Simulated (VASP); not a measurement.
# GaN (Cm) in VASP: single point with r2SCAN

Aim: the single point of GaN with r2SCAN.

Everything below comes from runs of VASP 6.6.1. Logs are shortened: lines on timing, memory, paths and dates and some standing lists are left out, and cuts for length are marked.

### 1 The cell of the first run

The structure is monoclinic, space group Cm (No. 8). Conventional cell: a = 5.520 Å, b = 3.187 Å, c = 3.187 Å, α = 90.00°, β = 125.26°, γ = 90.00°. Within 2.5 Å of Ga (site symmetry m) lie 4 N at 1.88 to 2.16 Å. N (site symmetry m) has 4 Ga at 1.88 to 2.16 Å within 2.5 Å.

### 2 Single point, r2SCAN (atom 1 (Ga) moved by (-0.150, +0.150) A along [1 1 0] and z)

The input, POSCAR:

```
GaN
1.0
    0.0000000000      2.2535006075      2.2535006075
    2.2535006075      0.0000000000      2.2535006075
    2.2535006075      2.2535006075      0.0000000000
Ga N
1 1
Direct
    0.0332815530      0.0332815530     -0.0803487767
    0.7500000000      0.7500000000      0.7500000000
```

The input, INCAR.step1:

```
ALGO = Normal
EDIFF = 1E-4
ENCUT = 520
GGA = PE
ISMEAR = 0
LASPH = T
LCHARG = F
LREAL = F
LWAVE = T
NBANDS = 16
NELM = 60
PREC = Accurate
SIGMA = 0.05
```

The input, INCAR.step2:

```
ALGO = Normal
EDIFF = 1E-6
ENCUT = 520
ISIF = 2
ISMEAR = 0
ISTART = 1
LASPH = T
LCHARG = F
LMIXTAU = T
LREAL = F
LWAVE = F
METAGGA = R2SCAN
NBANDS = 16
NELM = 60
PREC = Accurate
SIGMA = 0.05
```

The input, KPOINTS:

```
k-points
0
Gamma
  10 10 10
```

Potentials or basis: VASP PAW PBE potentials, release 64 (Ga_d, N).

Command:

```sh
$ cat potpaw_PBE.64/Ga_d/POTCAR potpaw_PBE.64/N/POTCAR > POTCAR
$ cp INCAR.step1 INCAR
$ mpirun -np 1 vasp_std > vasp.out
$ cp INCAR.step2 INCAR
$ mpirun -np 1 vasp_std > vasp.out
```

OUTCAR:

```text
EDIFF = 1E-6
   ENCUT = 520
   ISIF = 2
   ISMEAR = 0
   ISTART = 1
   LASPH = T
   LREAL = F
   METAGGA = R2SCAN
   NELM = 60
   PREC = Accurate

 ion  position               nearest neighbor table
   1  0.033  0.033  0.920-   2 1.88   2 1.88   2 1.93   2 2.16
   2  0.750  0.750  0.750-   1 1.88   1 1.88   1 1.93   1 2.16

  LATTYP: Found a face centered cubic cell.
 ALAT       =     4.5070012150

  Lattice vectors:

 A1 = (   0.0000000000,   2.2535006075,   2.2535006075)
 A2 = (   2.2535006075,   0.0000000000,   2.2535006075)
 A3 = (   2.2535006075,   2.2535006075,   0.0000000000)

Analysis of symmetry for initial positions (statically):
=====================================================================
 Subroutine PRICEL returns:
 Original cell was already a primitive cell.

 Routine SETGRP: Setting up the symmetry group for a
 face centered cubic supercell.

 Subroutine GETGRP returns: Found  2 space group operations
 (whereof  2 operations were pure point group operations)
 out of a pool of 48 trial point group operations.

The static configuration has the point symmetry C_1h.

Analysis of symmetry for dynamics (positions and initial velocities):
=====================================================================
 Subroutine PRICEL returns:
 Original cell was already a primitive cell.

 Routine SETGRP: Setting up the symmetry group for a
 face centered cubic supercell.

 Subroutine GETGRP returns: Found  2 space group operations
 (whereof  2 operations were pure point group operations)
 out of a pool of 48 trial point group operations.

The dynamic configuration has the point symmetry C_1h.

 Subroutine INISYM returns: Found  2 space group operations
 (whereof  2 operations are pure point group operations),
 and found     1 'primitive' translations

----------------------------------------------------------------------------------------

                                     Primitive cell

  volume of cell :      22.8877

  direct lattice vectors                    reciprocal lattice vectors
     0.000000000  2.253500607  2.253500607    -0.221877020  0.221877020  0.221877020
     2.253500607  0.000000000  2.253500607     0.221877020 -0.221877020  0.221877020
     2.253500607  2.253500607  0.000000000     0.221877020  0.221877020 -0.221877020

  length of vectors
     3.186931122  3.186931122  3.186931122     0.384302272  0.384302272  0.384302272

  position of ions in fractional coordinates (direct lattice)
     0.033281553  0.033281553  0.919651223
     0.750000000  0.750000000  0.750000000

  ion indices of the primitive-cell ions
   primitive index   ion index
                 1           1
                 2           2

----------------------------------------------------------------------------------------

 KPOINTS: k-points

Automatic generation of k-mesh.
 Grid dimensions read from file:
 generate k-points for:   10   10   10

 Generating k-lattice:

  Cartesian coordinates                     Fractional coordinates (reciprocal lattice)
    -0.022187702  0.022187702  0.022187702     0.100000000  0.000000000  0.000000000
     0.022187702 -0.022187702  0.022187702     0.000000000  0.100000000  0.000000000
     0.022187702  0.022187702 -0.022187702     0.000000000  0.000000000  0.100000000

  Length of vectors
     0.038430227  0.038430227  0.038430227

  Shift w.r.t. Gamma in fractional coordinates (k-lattice)
     0.000000000  0.000000000  0.000000000

 Subroutine IBZKPT returns following result:
 ===========================================

 Found    282 irreducible k-points:

 Following reciprocal coordinates:
            Coordinates               Weight
  0.000000  0.000000  0.000000      1.000000
  0.100000  0.000000  0.000000      4.000000
  0.000000  0.000000  0.100000      2.000000
  0.100000  0.100000  0.100000      2.000000
  0.200000  0.000000  0.000000      4.000000
  0.000000  0.000000  0.200000      2.000000
[... 16 lines left out ...]
  0.200000  0.100000  0.200000      4.000000
  0.100000 -0.100000 -0.100000      4.000000
 [... further k-points ...]
   k-points           NKPTS =    282   k-points in BZ     NKDIM =    282   number of bands    NBANDS=     16
   number of dos      NEDOS =    301   number of ions     NIONS =      2
   total plane-waves  NPLWV =  13824
   dimension x,y,z NGX =    24 NGY =   24 NGZ =   24
   dimension x,y,z NGXF=    48 NGYF=   48 NGZF=   48
   ions per type =               1   1
   NGX,Y,Z   is equivalent  to a cutoff of  12.52, 12.52, 12.52 a.u.
   NGXF,Y,Z  is equivalent  to a cutoff of  25.04, 25.04, 25.04 a.u.
 SYSTEM =  unknown system
   PREC   = accura    normal or accurate (medium, high low for compatibility)
   ISTART =      1    job   : 0-new  1-cont  2-samecut
   ICHARG =      0    charge: 1-file 2-atom 10-const
   ISPIN  =      1    spin polarized calculation?
   LNONCOLLINEAR =      F non collinear calculations
   LSORBIT =      F    spin-orbit coupling
   LASPH  =      T    aspherical Exc in radial PAW
   ENCUT  =  520.0 eV  38.22 Ry    6.18 a.u.   5.93  5.93  5.93*2*pi/ulx,y,z
   NELM   =     60;   NELMIN=  2; NELMDL=  0     # of ELM steps
   EDIFF  = 0.1E-05   stopping-criterion for ELM
   LREAL  =      F    real-space projection
   EDIFFG = 0.1E-04   stopping-criterion for IOM
   NSW    =      0    number of steps for IOM
   IBRION =     -1    ionic relax: 0-MD 1-quasi-New 2-CG
   NFREE  =      0    steps in history (QN), initial steepest desc. (CG)
   ISIF   =      2    stress and relaxation
   ISYM   =      2    0-nonsym 1-usesym 2-fastsym
   POTIM  = 0.5000    time-step for ionic-motion
   TEBEG  =    0.0;   TEEND  =   0.0 temperature during run
   PSTRESS=    0.0 pullay stress
   NELECT =      18.0000    total number of electrons
   NUPDOWN=      -1.0000    fix difference up-down
   EMIN   =  10.00;   EMAX   =-10.00  energy-range for DOS
   EFERMI =   0.00;   METHOD = LEGACY
   ISMEAR =     0;   SIGMA  =   0.05  broadening in eV -4-tet -1-fermi 0-gaus
   EFERMI_NEDOS =   21; number of points for ismear=-14 and -15
   IALGO  =     38    algorithm
   IMIX   =      4    mixing-type and parameters
     AMIX     =   0.40;   BMIX     =  1.00
     AMIX_MAG =   1.60;   BMIX_MAG =  1.00
  volume/ion in A,a.u.               =      11.44        77.23
  Fermi-wavevector in a.u.,A,eV,Ry     =   1.511117  2.855596 31.068543  2.283473
  Thomas-Fermi vector in A             =   2.621216
   LORBIT       =      0    0 simple, 1 ext, 2 COOP (PROOUT), +10 PAW based schemes
   METAGGA = R2SCAN    functional components
   LHFCALC =     F    Hartree Fock is set to
   AEXX    =    0.0000 exact exchange contribution
   IVDW    =     0    specifies the selected vdW correction
   LEPSILON=     F    determine dielectric tensor
   LRPA    =     F    only Hartree local field effects (RPA)
 non-spin polarized calculation
 Gauss-broadening in eV      SIGMA  =   0.05
  energy-cutoff  :      520.00
  volume of cell :       22.89
 maximum number of plane-waves:       636
   NGX = 11   NGY = 11   NGZ = 11

 number of electron      18.0000002 magnetization

 Free energy of the ion-electron system (eV)
  ---------------------------------------------------
  ext. energy  EPLUGINS =         0.00000000
  ---------------------------------------------------
  free energy    TOTEN  =       -21.68898099 eV

  energy without entropy =      -21.68898099  energy(sigma->0) =      -21.68898099

 E-fermi :   5.5075     XC(G=0): -12.6281

 val. band max:        5.3182144818   @ k =   0.0000   0.0000   0.0000
 cond. band min:       7.1499762506   @ k =   0.0000   0.0000   0.0000
 fundamental gap:      1.8317617688
 Fermi energy:         5.5075055651

 k-point     1 :       0.0000    0.0000    0.0000
  band No.  band energies     occupation
      1     -11.8246      2.00000
      2      -8.9217      2.00000
      3      -8.8947      2.00000
      4      -8.7374      2.00000
      5      -8.5388      2.00000
      6      -8.5323      2.00000
[... 8 lines left out ...]
     15      24.1898      0.00000
     16      24.9565      0.00000

 k-point     2 :       0.1000    0.0000    0.0000
  band No.  band energies     occupation
      1     -11.7100      2.00000
      2      -8.9077      2.00000
      3      -8.8741      2.00000
      4      -8.7017      2.00000
      5      -8.5399      2.00000
      6      -8.5343      2.00000
[... 8 lines left out ...]
     15      23.2955      0.00000
     16      23.5233      0.00000

 k-point     3 :       0.0000    0.0000    0.1000
  band No.  band energies     occupation
      1     -11.7273      2.00000
      2      -8.9113      2.00000
      3      -8.8857      2.00000
      4      -8.6897      2.00000
      5      -8.5391      2.00000
      6      -8.5326      2.00000
[... 8 lines left out ...]
     15      23.5511      0.00000
     16      23.5824      0.00000

 k-point     4 :       0.1000    0.1000    0.1000
  band No.  band energies     occupation
      1     -11.7138      2.00000
      2      -8.9025      2.00000
      3      -8.8819      2.00000
      4      -8.6986      2.00000
      5      -8.5408      2.00000
      6      -8.5333      2.00000
[... 8 lines left out ...]
     15      23.3663      0.00000
     16      23.5146      0.00000
[... 324 lines left out ...]
 k-point    22 :       0.1000    0.1000   -0.1000
  band No.  band energies     occupation
      1     -11.4839      2.00000
      2      -8.8691      2.00000
      3      -8.8573      2.00000
      4      -8.6078      2.00000
      5      -8.5165      2.00000
      6      -8.5093      2.00000
[... 8 lines left out ...]
     15      24.2285      0.00000
     16      24.9124      0.00000

 k-point    23 :       0.2000    0.1000    0.2000
  band No.  band energies     occupation
      1     -11.4557      2.00000
      2      -8.8801      2.00000
      3      -8.8301      2.00000
      4      -8.6103      2.00000
      5      -8.5234      2.00000
      6      -8.5161      2.00000
[... 8 lines left out ...]
     15      24.4341      0.00000
     16      24.5780      0.00000

 k-point    24 :       0.1000   -0.1000   -0.1000
  band No.  band energies     occupation
      1     -11.4458      2.00000
      2      -8.8686      2.00000
      3      -8.8313      2.00000
      4      -8.6146      2.00000
      5      -8.5341      2.00000
      6      -8.5122      2.00000
[... 8 lines left out ...]
     15      24.3438      0.00000
     16      24.5767      0.00000

 [... further k-points ...]
[... 5 lines left out ...]
  --------------------------------------------------------------------------------------
  -------------------------------------------------------------------------------------
  Total        0.5505173      0.5505173      0.3093922     -0.9369579      0.4011025      0.4010782
  in kB       38.5370545     38.5370545     21.6579265    -65.5884857     28.0777893     28.0760921
  external PRESSURE =      32.9106785 kB  Pullay stress =       0.0000000 kB

 VOLUME and BASIS-vectors are now :
 -----------------------------------------------------------------------------
  energy-cutoff  :      520.00
  volume of cell :       22.89
      direct lattice vectors                 reciprocal lattice vectors
     0.000000000  2.253500607  2.253500607    -0.221877020  0.221877020  0.221877020
     2.253500607  0.000000000  2.253500607     0.221877020 -0.221877020  0.221877020
     2.253500607  2.253500607  0.000000000     0.221877020  0.221877020 -0.221877020

 POSITION                                       TOTAL-FORCE (eV/Angst)
 -----------------------------------------------------------------------------------
      2.14743      2.14743      0.15000         0.639670      0.639670     -1.412323
      3.38025      3.38025      3.38025        -0.639670     -0.639670      1.412323
 -----------------------------------------------------------------------------------
    total drift:                                0.001683      0.001683      0.003144

  FREE ENERGIE OF THE ION-ELECTRON SYSTEM (eV)
  ---------------------------------------------------
  free  energy   TOTEN  =       -21.6889809866 eV

  energy  without entropy=      -21.6889809865  energy(sigma->0) =      -21.68898099
```

It took 2.4 min on 1 thread of Intel Xeon Platinum 8488C (Sapphire Rapids), shared host; peak memory 0.22 GiB.

What came out:

```
Free energy            : -21.6890 eV
Pressure               : 3.3 GPa
Largest force          : 1.677 eV/Å
Band gap on the k mesh : 1.83 eV, direct
```

Forces in eV/Å, atoms in the order of the input:
```
Ga   0.640  0.640 -1.412
N   -0.640 -0.640  1.412
```

Levels at points of the mesh, in eV from the valence-band top:
```csv
k point,band 6,band 7,band 8,band 9,band 10,band 11,band 12,band 13
"(0.00, 0.00, 0.00)",-13.85,-0.62,-0.44,0.00,1.83,10.73,10.83,11.01
"(0.50, 0.00, 0.00)",-12.64,-7.72,-1.81,-0.77,4.95,9.01,10.09,11.89
"(0.00, 0.00, 0.50)",-12.69,-6.82,-1.41,-1.18,4.56,8.99,10.20,10.58
"(0.50, 0.50, 0.50)",-12.64,-7.55,-1.87,-0.72,4.86,8.97,10.00,11.89
"(0.50, 0.50, 0.00)",-12.27,-6.53,-3.31,-2.77,3.38,6.85,12.16,14.56
"(0.00, 0.50, 0.50)",-12.30,-6.58,-3.24,-2.76,3.36,6.77,12.16,14.75
```

Caveat: the cell differs from its parent crystal (atom 1 (Ga) moved by (-0.150, +0.150) A along [1 1 0] and z); the PAW data sets were made with another functional, which shifts forces and pressure a little.
